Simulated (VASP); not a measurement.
# As (R-3m) in VASP: further runs

Runs on As. Level: RPBE. Tasks: single point, relaxation of cell and atoms.

Everything below comes from runs of VASP 6.6.1. Logs are shortened: lines on timing, memory, paths and dates and some standing lists are left out, and cuts for length are marked.

## (1) The cell of the first run

It takes space group R-3m (No. 166, trigonal). Conventional cell: a = 3.598 Å, b = 3.598 Å, c = 20.495 Å, α = 90.00°, β = 90.00°, γ = 120.00°. As (site symmetry 3m) has 3 As at 2.49 Å within 3.3 Å.

## (2) Single point, RPBE (38.30 Å³/atom)

The input, INCAR:

```
SYSTEM = As
PREC = Accurate
ENCUT = 520
EDIFF = 1E-7
ISMEAR = -1
SIGMA = 0.1
LREAL = .FALSE.
LASPH = .TRUE.
NELM = 60
ALGO = Normal
ISIF = 2
LWAVE = .FALSE.
LCHARG = .FALSE.
GGA = RP
NBANDS = 12
```

The input, KPOINTS:

```
regular mesh
0
G
  17 17 17
  0 0 0
```

The input, POSCAR:

```
As
1.0
    1.7989935060      1.0386493850      6.8316845576
   -1.7989935060      1.0386493850      6.8316845576
    0.0000000000     -2.0772987699      6.8316845576
As
2
Direct
    0.7999022461      0.7999022461      0.7999022461
    0.2000977539      0.2000977539      0.2000977539
```

Potentials or basis: VASP PAW PBE potentials, release 64 (As).

Run with:

```bash
$ cat potpaw_PBE.64/As/POTCAR > POTCAR
$ mpirun -np 1 vasp_std > vasp.out
```

OUTCAR:

```text
SYSTEM = As
   PREC = Accurate
   ENCUT = 520
   EDIFF = 1E-7
   ISMEAR = -1
   LREAL = .FALSE.
   LASPH = .TRUE.
   NELM = 60
   ISIF = 2
   GGA = RP

 ion  position               nearest neighbor table
   1  0.800  0.800  0.800-   2 2.49   2 2.49   2 2.49
   2  0.200  0.200  0.200-   1 2.49   1 2.49   1 2.49

  LATTYP: Found a trigonal (rhomboedric) cell.
 ALAT       =     7.1405240756
 COS(alpha) =     0.8730510798

  Lattice vectors:

 A1 = (   1.7989935060,   1.0386493850,   6.8316845576)
 A2 = (  -1.7989935060,   1.0386493850,   6.8316845576)
 A3 = (   0.0000000000,  -2.0772987699,   6.8316845576)

Analysis of symmetry for initial positions (statically):
=====================================================================
 Subroutine PRICEL returns:
 Original cell was already a primitive cell.

 Routine SETGRP: Setting up the symmetry group for a
 trigonal (rhombohedral) supercell.

 Subroutine GETGRP returns: Found 12 space group operations
 (whereof 12 operations were pure point group operations)
 out of a pool of 12 trial point group operations.

The static configuration has the point symmetry D_3d.

Analysis of symmetry for dynamics (positions and initial velocities):
=====================================================================
 Subroutine PRICEL returns:
 Original cell was already a primitive cell.

 Routine SETGRP: Setting up the symmetry group for a
 trigonal (rhombohedral) supercell.

 Subroutine GETGRP returns: Found 12 space group operations
 (whereof 12 operations were pure point group operations)
 out of a pool of 12 trial point group operations.

The dynamic configuration has the point symmetry D_3d.

 Subroutine INISYM returns: Found 12 space group operations
 (whereof 12 operations are pure point group operations),
 and found     1 'primitive' translations

----------------------------------------------------------------------------------------

                                     Primitive cell

  volume of cell :      76.5910

  direct lattice vectors                    reciprocal lattice vectors
     1.798993506  1.038649385  6.831684558     0.277933188  0.160464801  0.048792261
    -1.798993506  1.038649385  6.831684558    -0.277933188  0.160464801  0.048792261
     0.000000000 -2.077298770  6.831684558     0.000000000 -0.320929602  0.048792261

  length of vectors
     7.140524076  7.140524076  7.140524076     0.324617458  0.324617458  0.324617458

  position of ions in fractional coordinates (direct lattice)
     0.799902246  0.799902246  0.799902246
     0.200097754  0.200097754  0.200097754

  ion indices of the primitive-cell ions
   primitive index   ion index
                 1           1
                 2           2

----------------------------------------------------------------------------------------

 KPOINTS: regular mesh

Automatic generation of k-mesh.
 Grid dimensions read from file:
 generate k-points for:   17   17   17

 Generating k-lattice:

  Cartesian coordinates                     Fractional coordinates (reciprocal lattice)
     0.016349011  0.009439106  0.002870133     0.058823529 -0.000000000  0.000000000
    -0.016349011  0.009439106  0.002870133    -0.000000000  0.058823529  0.000000000
     0.000000000 -0.018878212  0.002870133     0.000000000  0.000000000  0.058823529

  Length of vectors
     0.019095145  0.019095145  0.019095145

  Shift w.r.t. Gamma in fractional coordinates (k-lattice)
     0.000000000  0.000000000  0.000000000

 Subroutine IBZKPT returns following result:
 ===========================================

 Found    489 irreducible k-points:

 Following reciprocal coordinates:
            Coordinates               Weight
  0.000000  0.000000  0.000000      1.000000
  0.058824  0.000000  0.000000      6.000000
  0.117647 -0.000000  0.000000      6.000000
  0.176471 -0.000000  0.000000      6.000000
  0.235294 -0.000000  0.000000      6.000000
  0.294118  0.000000  0.000000      6.000000
[... 16 lines left out ...]
 -0.176471  0.058824 -0.000000     12.000000
 -0.117647  0.058824  0.000000     12.000000
 [... further k-points ...]
   k-points           NKPTS =    489   k-points in BZ     NKDIM =    489   number of bands    NBANDS=     12
   number of dos      NEDOS =    301   number of ions     NIONS =      2
   total plane-waves  NPLWV = 157464
   dimension x,y,z NGX =    54 NGY =   54 NGZ =   54
   dimension x,y,z NGXF=   108 NGYF=  108 NGZF=  108
   ions per type =               2
   NGX,Y,Z   is equivalent  to a cutoff of  12.57, 12.57, 12.57 a.u.
   NGXF,Y,Z  is equivalent  to a cutoff of  25.14, 25.14, 25.14 a.u.
 SYSTEM =  As
   PREC   = accura    normal or accurate (medium, high low for compatibility)
   ISTART =      0    job   : 0-new  1-cont  2-samecut
   ICHARG =      2    charge: 1-file 2-atom 10-const
   ISPIN  =      1    spin polarized calculation?
   LNONCOLLINEAR =      F non collinear calculations
   LSORBIT =      F    spin-orbit coupling
   LASPH  =      T    aspherical Exc in radial PAW
   ENCUT  =  520.0 eV  38.22 Ry    6.18 a.u.  13.28 13.28 13.28*2*pi/ulx,y,z
   NELM   =     60;   NELMIN=  2; NELMDL= -5     # of ELM steps
   EDIFF  = 0.1E-06   stopping-criterion for ELM
   LREAL  =      F    real-space projection
   EDIFFG = 0.1E-05   stopping-criterion for IOM
   NSW    =      0    number of steps for IOM
   IBRION =     -1    ionic relax: 0-MD 1-quasi-New 2-CG
   NFREE  =      0    steps in history (QN), initial steepest desc. (CG)
   ISIF   =      2    stress and relaxation
   ISYM   =      2    0-nonsym 1-usesym 2-fastsym
   POTIM  = 0.5000    time-step for ionic-motion
   TEBEG  =    0.0;   TEEND  =   0.0 temperature during run
   PSTRESS=    0.0 pullay stress
   NELECT =      10.0000    total number of electrons
   NUPDOWN=      -1.0000    fix difference up-down
   EMIN   =  10.00;   EMAX   =-10.00  energy-range for DOS
   EFERMI =   0.00;   METHOD = LEGACY
   ISMEAR =    -1;   SIGMA  =   0.10  broadening in eV -4-tet -1-fermi 0-gaus
   EFERMI_NEDOS =   21; number of points for ismear=-14 and -15
   IALGO  =     38    algorithm
   IMIX   =      4    mixing-type and parameters
     AMIX     =   0.40;   BMIX     =  1.00
     AMIX_MAG =   1.60;   BMIX_MAG =  1.00
  volume/ion in A,a.u.               =      38.30       258.43
  Fermi-wavevector in a.u.,A,eV,Ry     =   0.830518  1.569451  9.384753  0.689760
  Thomas-Fermi vector in A             =   1.943249
   LORBIT       =      0    0 simple, 1 ext, 2 COOP (PROOUT), +10 PAW based schemes
   GGA     = RP    functional components
   LHFCALC =     F    Hartree Fock is set to
   AEXX    =    0.0000 exact exchange contribution
   IVDW    =     0    specifies the selected vdW correction
   LEPSILON=     F    determine dielectric tensor
   LRPA    =     F    only Hartree local field effects (RPA)
 non-spin polarized calculation
  energy-cutoff  :      520.00
  volume of cell :       76.59
 maximum number of plane-waves:      2099
 NGX is ok and might be reduce to    54
   NGX = 27   NGY = 27   NGZ = 27

 number of electron      10.0000000 magnetization

 Free energy of the ion-electron system (eV)
  ---------------------------------------------------
  ext. energy  EPLUGINS =         0.00000000
  ---------------------------------------------------
  free energy    TOTEN  =        -8.76496527 eV

  energy without entropy =       -8.76492733  energy(sigma->0) =       -8.76494630

 E-fermi :   1.0289     XC(G=0):  -6.6910

 val. band max:        0.1528192943   @ k =   0.4706   0.4706   0.4706
 cond. band min:       1.8199353597   @ k =   0.3529   0.0588   0.0588
 fundamental gap:      1.6671160654
 Fermi energy:         1.0288933528

 k-point     1 :       0.0000    0.0000    0.0000
  band No.  band energies     occupation
      1     -13.3247      2.00000
      2      -6.8029      2.00000
      3      -0.4156      2.00000
      4       0.1524      1.99969
      5       0.1524      1.99969
      6       2.3477      0.00000
      7       3.7499      0.00000
      8       3.7499      0.00000
      9       6.4102      0.00000
     10       9.1640      0.00000
     11       9.7400      0.00000
     12      10.3224      0.00000

 k-point     2 :       0.0588    0.0000    0.0000
  band No.  band energies     occupation
      1     -13.2783      2.00000
      2      -6.7969      2.00000
      3      -0.3899      2.00000
      4      -0.3481      2.00000
      5       0.0443      1.99989
      6       2.7587      0.00000
      7       3.6624      0.00000
      8       3.8656      0.00000
      9       6.4468      0.00000
     10       9.2191      0.00000
     11       9.6368      0.00000
     12      10.2611      0.00000

 k-point     3 :       0.1176   -0.0000    0.0000
  band No.  band energies     occupation
      1     -13.1398      2.00000
      2      -6.7911      2.00000
      3      -1.2711      2.00000
      4      -0.3164      2.00000
      5      -0.2291      1.99999
      6       2.8723      0.00000
      7       4.0114      0.00000
      8       4.1458      0.00000
      9       6.5010      0.00000
     10       9.1259      0.00000
     11       9.4042      0.00000
     12      10.1933      0.00000
[... 286 lines left out ...]
 k-point    23 :      -0.1765    0.0588   -0.0000
  band No.  band energies     occupation
      1     -12.7306      2.00000
      2      -6.8917      2.00000
      3      -2.5749      2.00000
      4      -0.9772      2.00000
      5      -0.1904      1.99999
      6       2.4954      0.00000
      7       4.2395      0.00000
      8       4.9640      0.00000
      9       6.6709      0.00000
     10       8.7829      0.00000
     11       9.7432      0.00000
     12       9.8334      0.00000

 k-point    24 :      -0.1176    0.0588    0.0000
  band No.  band energies     occupation
      1     -13.0023      2.00000
      2      -6.8033      2.00000
      3      -1.8207      2.00000
      4      -0.5712      2.00000
      5      -0.2618      2.00000
      6       2.9473      0.00000
      7       3.8028      0.00000
      8       4.7299      0.00000
      9       6.5604      0.00000
     10       8.9083      0.00000
     11       9.4905      0.00000
     12       9.8909      0.00000

 [... further k-points ...]
[... 5 lines left out ...]
  --------------------------------------------------------------------------------------
  -------------------------------------------------------------------------------------
  Total        0.8544349      0.8544349      0.7060748      0.0000000      0.0000000      0.0000000
  in kB       17.8735967     17.8735967     14.7701090      0.0000000      0.0000000      0.0000000
  external PRESSURE =      16.8391008 kB  Pullay stress =       0.0000000 kB

 VOLUME and BASIS-vectors are now :
 -----------------------------------------------------------------------------
  energy-cutoff  :      520.00
  volume of cell :       76.59
      direct lattice vectors                 reciprocal lattice vectors
     1.798993506  1.038649385  6.831684558     0.277933188  0.160464801  0.048792261
    -1.798993506  1.038649385  6.831684558    -0.277933188  0.160464801  0.048792261
     0.000000000 -2.077298770  6.831684558     0.000000000 -0.320929602  0.048792261

 POSITION                                       TOTAL-FORCE (eV/Angst)
 -----------------------------------------------------------------------------------
      0.00000      0.00000     16.39404         0.000000     -0.000000     -0.498038
      0.00000      0.00000      4.10101         0.000000      0.000000      0.498038
 -----------------------------------------------------------------------------------
    total drift:                               -0.000000     -0.000000     -0.000000

  FREE ENERGIE OF THE ION-ELECTRON SYSTEM (eV)
  ---------------------------------------------------
  free  energy   TOTEN  =        -8.7649652701 eV

  energy  without entropy=       -8.7649273264  energy(sigma->0) =       -8.76494630
```

Wall time 9.5 min (1 thread of Intel Xeon 6975P-C (Granite Rapids), shared host); peak memory 0.67 GiB.

What came out:

```
Free energy            : -8.7650 eV
Pressure               : 1.7 GPa
Largest force          : 0.498 eV/Å
Band gap on the k mesh : 1.67 eV (least direct gap 1.95 eV)
```

Forces on the atoms (eV/Å):
```
As   0.000  0.000 -0.498
As   0.000  0.000  0.498
```

Stress tensor (GPa, compression positive):
```
1.79 0.00 0.00
0.00 1.79 0.00
0.00 0.00 1.48
```

Levels at points of the mesh, in eV from the valence-band top:
```csv
k point,band 3,band 4,band 5,band 6,band 7,band 8
"(0.00, 0.00, 0.00)",-0.57,0.00,0.00,2.19,3.60,3.60
```

Caveat: the PAW data sets were made with another functional, which shifts forces and pressure a little. A k mesh can miss the band edges.

## (3) Single point, RPBE

This run uses another cell than the first one, of 39.89 Å³/atom.

The input, INCAR:

```
SYSTEM = As
PREC     = Accurate       ! precision mode
ENCUT    = 520            ! plane-wave cutoff, eV
EDIFF    = 1E-6           ! SCF threshold, eV
ISMEAR   = -1             ! smearing method
SIGMA    = 0.1            ! smearing width, eV
LREAL    = .FALSE.        ! projectors in reciprocal space
LASPH    = .TRUE.         ! aspherical terms in the spheres
NELM     = 100            ! most SCF steps
ALGO     = Normal         ! electronic algorithm
ISIF     = 2              ! what is computed and relaxed
LWAVE    = .FALSE.        ! write WAVECAR
LCHARG   = .FALSE.        ! write CHGCAR
GGA      = RP             ! functional
NBANDS   = 12             ! bands
```

KPOINTS is that of step 2.

The input, POSCAR:

```
As
1.0
    1.8236403154      1.0528792270      6.9252809082
   -1.8236403154      1.0528792270      6.9252809082
    0.0000000000     -2.1057584540      6.9252809082
As
2
Direct
    0.7999022461      0.7999022461      0.7999022461
    0.2000977539      0.2000977539      0.2000977539
```

Potentials or basis: VASP PAW PBE potentials, release 64 (As).

Run with:

```bash
$ cat potpaw_PBE.64/As/POTCAR > POTCAR
$ mpirun -np 1 vasp_std > vasp.out
```

Run time: 8.4 min. Hardware: 1 thread of Intel Xeon 6975P-C (Granite Rapids), shared host; peak memory 0.67 GiB.

It converged, with:

```yaml
Free_energy: -8.7827 eV
Pressure: 0.1 GPa
Largest_force: 0.075 eV/Å
Band_gap_on_the_k_mesh: 1.66 eV (least direct gap 1.80 eV)
```

Forces in eV/Å, atoms in the order of the input:
```
As   0.000  0.000 -0.075
As   0.000  0.000  0.075
```

Stress tensor (GPa, compression positive):
```
0.10 0.00 0.00
0.00 0.10 0.00
0.00 0.00 0.24
```

Levels at points of the mesh, in eV from the valence-band top:
| k point | band 3 | band 4 | band 5 | band 6 | band 7 | band 8 |
| --- | --- | --- | --- | --- | --- | --- |
| (0.00, 0.00, 0.00) | -0.51 | 0.00 | 0.00 | 2.03 | 3.49 | 3.49 |

Caveat: the PAW data sets were made with another functional, which shifts forces and pressure a little.

## (4) Relaxation of cell and atoms, RPBE

This run uses another cell than the first one, of 21.53 Å³/atom.

The input, INCAR:

```
PREC = Accurate
ENCUT = 600
EDIFF = 1E-6
ISMEAR = -1
SIGMA = 0.1
LREAL = F
LASPH = T
NELM = 100
ALGO = Normal
ISIF = 3
LWAVE = F
LCHARG = F
GGA = RP
IBRION = 2
NSW = 80
EDIFFG = -0.01
```

The input, KPOINTS:

```
regular mesh
0
Gamma
  10 10 10
```

The input, POSCAR:

```
As
1.0
    1.8807975058      1.0858789463      3.5140618606
   -1.8807975058      1.0858789463      3.5140618606
    0.0000000000     -2.1717578925      3.5140618606
As
2
Direct
    0.7740000000      0.7740000000      0.7740000000
    0.2260000000      0.2260000000      0.2260000000
```

Run with:

```bash
$ cat potpaw_PBE.64/As/POTCAR > POTCAR
$ mpirun -np 1 vasp_std > vasp.out
```

It took 20 min on 1 thread of Intel Xeon 8259CL, shared host; peak memory 0.25 GiB.

It converged, with:

- Free energy: -8.7709 eV
- Relaxed volume: 36.78 Å³/atom
- Relaxed cell: a = 6.711 Å, b = 6.711 Å, c = 6.711 Å, α = 31.57°, β = 31.57°, γ = 31.57°
- Space group after relaxing (to 0.1 Å): R-3m (No. 166)
- Energy gained by relaxing: 102.6 meV/atom
- Ionic steps: 22
- Pressure after relaxing: 0.0 GPa
- Largest force after relaxing: 0.004 eV/Å
- Band gap on the k mesh: 1.56 eV (least direct gap 1.74 eV)

Forces on the atoms (eV/Å):
```
As   0.000  0.000  0.004
As   0.000  0.000 -0.004
```

The path:
```
step  energy change (eV)  largest force (eV/Å)  pressure (GPa)  volume (Å³)
   1              0.0000                0.5228            5.74        43.06
   2             -0.0262                0.5685           -2.95        48.05
   3             -0.0542                0.1499            0.24        45.84
   4             -0.0566                0.1010            0.16        46.13
   5             -0.0602                0.0536           -0.03        47.00
   6             -0.0625                0.0388           -0.01        47.19
   7             -0.0678                0.0062            0.11        47.74
   8             -0.0748                0.0972            0.44        48.76
   9             -0.0807                0.2783            1.31        50.50
  10             -0.0818                0.2930            1.25        50.67
  11             -0.0849                0.3368            1.11        51.19
  12             -0.0908                0.4219            0.89        52.22
  13             -0.1021                0.5780            0.60        54.22
  14             -0.1175                0.8383            0.36        58.04
  15             -0.1156                0.6993            0.49        56.41
  16             -0.1267                0.6761            0.45        57.53
  17             -0.1553                0.5439            0.57        60.84
  18             -0.1832                0.0137            1.55        67.34
  19             -0.1976                0.1217            0.63        70.03
  20             -0.2030                0.2252           -0.25        73.13
  21             -0.2052                0.0317           -0.06        73.51
  22             -0.2052                0.0041           -0.02        73.56
```

Final structure:
```
CELL_PARAMETERS angstrom
1.82565 1.05404 6.37111
-1.82565 1.05404 6.37111
0.00000 -2.10808 6.37111
ATOMIC_POSITIONS crystal
As 0.79687 0.79687 0.79687
As 0.20313 0.20313 0.20313
```

Levels at points of the mesh, in eV from the valence-band top:
```csv
k point,band 2,band 3,band 4,band 5,band 6,band 7,band 8,band 9
"(0.00, 0.00, 0.00)",-6.99,-0.67,-0.03,-0.03,2.05,3.45,3.45,6.73
"(0.50, 0.00, 0.00)",-8.98,-3.23,-1.82,-1.36,1.94,3.05,4.45,6.32
"(0.50, 0.50, 0.00)",-8.97,-3.27,-1.82,-1.50,2.12,3.53,4.52,6.62
"(0.50, 0.50, 0.50)",-7.07,-0.04,-0.03,-0.03,1.71,3.43,3.43,5.58
```

Caveat: the volume moved by over 15 % at a fixed basis, so the end points are rough; the PAW data sets were made with another functional, which shifts forces and pressure a little. Zero-point motion and thermal expansion aren't in these numbers.

(Continued in part 2 of 2.)
